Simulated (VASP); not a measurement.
# SiC (F-43m) in VASP: notebook, part 2 of 2

VASP 6.6.1. Earlier steps stand in the parts before.

## Step 4: Relaxation of cell and atoms, PBE

This run uses another cell than the first one, of 10.35 Å³/atom.

Input file INCAR:

```
SYSTEM = SiC
PREC     = Accurate       ! precision mode
ENCUT    = 600            ! plane-wave cutoff, eV
EDIFF    = 1E-7           ! SCF threshold, eV
ISMEAR   = 0              ! smearing method
SIGMA    = 0.02           ! smearing width, eV
LREAL    = .False.        ! projectors in reciprocal space
LASPH    = .True.         ! aspherical terms in the spheres
NELM     = 120            ! most SCF steps
ALGO     = Normal         ! electronic algorithm
ISIF     = 3              ! what is computed and relaxed
LWAVE    = .False.        ! write WAVECAR
LCHARG   = .False.        ! write CHGCAR
GGA      = PE             ! functional
IBRION   = 2              ! ionic algorithm
NSW      = 100            ! ionic steps
EDIFFG   = -0.002         ! ionic threshold
GGA_COMPAT= .False.      
NELMIN   = 4
```

Input file KPOINTS:

```
regular mesh
0
Gamma
  10 10 10
  0 0 0
```

Input file POSCAR:

```
SiC
1.0
    0.0000000000      2.1790000000      2.1790000000
    2.1790000000      0.0000000000      2.1790000000
    2.1790000000      2.1790000000      0.0000000000
Si C
1 1
Direct
    0.0000000000      0.0000000000      0.0000000000
    0.2500000000      0.2500000000      0.2500000000
```

Potentials or basis: VASP PAW PBE potentials, release 64 (Si, C).

Launch:

```bash
$ cat potpaw_PBE.64/Si/POTCAR potpaw_PBE.64/C/POTCAR > POTCAR
$ mpirun -np 1 vasp_std > vasp.out
```

OUTCAR:

```text
SYSTEM = SiC
   PREC = Accurate
   ENCUT = 600
   EDIFF = 1E-7
   ISMEAR = 0
   LREAL = .False.
   LASPH = .True.
   NELM = 120
   ISIF = 3
   GGA = PE
   IBRION = 2
   NSW = 100
   EDIFFG = -0.002
   NELMIN = 4

 ion  position               nearest neighbor table
   1  0.000  0.000  0.000-   2 1.89   2 1.89   2 1.89   2 1.89
   2  0.250  0.250  0.250-   1 1.89   1 1.89   1 1.89   1 1.89

  LATTYP: Found a face centered cubic cell.
 ALAT       =     4.3580000000

  Lattice vectors:

 A1 = (   0.0000000000,   2.1790000000,   2.1790000000)
 A2 = (   2.1790000000,   0.0000000000,   2.1790000000)
 A3 = (   2.1790000000,   2.1790000000,   0.0000000000)

Analysis of symmetry for initial positions (statically):
=====================================================================
 Subroutine PRICEL returns:
 Original cell was already a primitive cell.

 Routine SETGRP: Setting up the symmetry group for a
 face centered cubic supercell.

 Subroutine GETGRP returns: Found 24 space group operations
 (whereof 24 operations were pure point group operations)
 out of a pool of 48 trial point group operations.

[... 170 lines left out ...]
  --------------------------------------------------------------------------------------
  -------------------------------------------------------------------------------------
  Total        0.3967982      0.3967982      0.3967982     -0.0000000     -0.0000000      0.0000000
  in kB       30.7240593     30.7240593     30.7240593     -0.0000000     -0.0000000      0.0000000
  external PRESSURE =      30.7240593 kB  Pullay stress =       0.0000000 kB
[... 59 lines left out ...]
--------------------------------------- Ionic step        3  -------------------------------------------

 number of electron       8.0000000 magnetization

 Free energy of the ion-electron system (eV)
  ---------------------------------------------------
  ext. energy  EPLUGINS =         0.00000000
  ---------------------------------------------------
  free energy    TOTEN  =       -15.06188991 eV

  energy without entropy =      -15.06188991  energy(sigma->0) =      -15.06188991

 E-fermi :   8.1065     XC(G=0): -11.2947

 val. band max:        7.9491337056   @ k =   0.0000   0.0000   0.0000
 cond. band min:       9.3194156557   @ k =   0.5000   0.5000   0.0000
 fundamental gap:      1.3702819500
 Fermi energy:         8.1065171628

 k-point     1 :       0.0000    0.0000    0.0000
  band No.  band energies     occupation
      1      -7.3439      2.00000
      2       7.9491      2.00000
      3       7.9491      2.00000
      4       7.9491      2.00000
      5      14.0178      0.00000
      6      15.1599      0.00000
      7      15.1599      0.00000
      8      15.1599      0.00000
[... 243 lines left out ...]
 k-point    24 :       0.4000    0.3000    0.0000
  band No.  band energies     occupation
      1      -4.2402      2.00000
      2       2.3849      2.00000
      3       4.8263      2.00000
      4       5.3468      2.00000
      5      10.8086      0.00000
      6      13.5158      0.00000
      7      19.4205      0.00000
      8      19.7481      0.00000

 [... further k-points ...]
[... 5 lines left out ...]
  --------------------------------------------------------------------------------------
  -------------------------------------------------------------------------------------
  Total        0.0003265      0.0003265      0.0003265      0.0000000      0.0000000      0.0000000
  in kB        0.0249250      0.0249250      0.0249250      0.0000000      0.0000000      0.0000000
  external PRESSURE =       0.0249250 kB  Pullay stress =       0.0000000 kB
[... 17 lines left out ...]
  FREE ENERGIE OF THE ION-ELECTRON SYSTEM (eV)
  ---------------------------------------------------
  free  energy   TOTEN  =       -15.0618899095 eV

  energy  without entropy=      -15.0618899095  energy(sigma->0) =      -15.06188991

 reached required accuracy - stopping structural energy minimisation
```

Run time: 16 s. Hardware: 1 thread of Intel Xeon Platinum 8488C (Sapphire Rapids), shared host; peak memory 0.15 GiB.

What came out:

```yaml
Free_energy: -15.0619 eV
Relaxed_volume: 10.49 Å³/atom
Relaxed_cell: a = 3.096 Å, b = 3.096 Å, c = 3.096 Å, α = 60.00°, β = 60.00°, γ = 60.00°
Space_group_after_relaxing_to_0.1_Å: F-43m (No. 216)
Energy_gained_by_relaxing: 1.4 meV/atom
Ionic_steps: 3
Pressure_after_relaxing: 0.0 GPa
Band_gap_on_the_k_mesh: 1.37 eV (least direct gap 4.53 eV)
```

The path:
```tsv
step	energy change (eV)	largest force (eV/Å)	pressure (GPa)	volume (Å³)
1	0.0000	0.0000	3.07	20.69
2	0.0001	0.0000	-2.98	21.29
3	-0.0028	0.0000	0.00	20.99
```

Final structure:
```
Si C
1.0
     0.00000    2.18925    2.18925
     2.18925    0.00000    2.18925
     2.18925    2.18925    0.00000
Si C
1 1
Direct
  0.00000 0.00000 0.00000
  0.25000 0.25000 0.25000
```

Levels at points of the mesh, in eV from the valence-band top:
| k point | band 1 | band 2 | band 3 | band 4 | band 5 | band 6 | band 7 | band 8 |
| --- | --- | --- | --- | --- | --- | --- | --- | --- |
| (0.00, 0.00, 0.00) | -15.29 | 0.00 | 0.00 | 0.00 | 6.07 | 7.21 | 7.21 | 7.21 |
| (0.50, 0.00, 0.00) | -11.78 | -8.46 | -1.05 | -1.05 | 5.31 | 7.17 | 7.17 | 9.98 |
| (0.50, 0.50, 0.00) | -10.34 | -7.75 | -3.16 | -3.16 | 1.37 | 4.27 | 13.87 | 13.87 |

A k mesh can miss the band edges. PBE usually gives volumes a little too large and moduli too small.

## Step 5: Summary

| task | cell | smearing | gap on the mesh (eV) | pressure (GPa) |
| --- | --- | --- | --- | --- |
| single point | a = 3.117 Å, angles 60.0°, 2 atoms | gaussian 0.01 eV | 1.39 | -4.2 |
| single point | a = 3.187 Å, angles 60.0°, 2 atoms | gaussian 0.02 eV | 1.44 | -15.6 |
| relaxation of cell and atoms | relaxed from a = 3.082 Å, angles 60.0°, 2 atoms | gaussian 0.02 eV | 1.37 | 0.0 |

Alike in all rows: level PBE; potentials or basis VASP PAW PBE potentials, release 64 (Si, C); no spin polarisation; k mesh 10 × 10 × 10; cutoff (eV) 600.

Caveats: the cell stands under tension (at least some runs).

Total energies depend on the potentials used, so only differences within one code and one set of settings carry meaning.
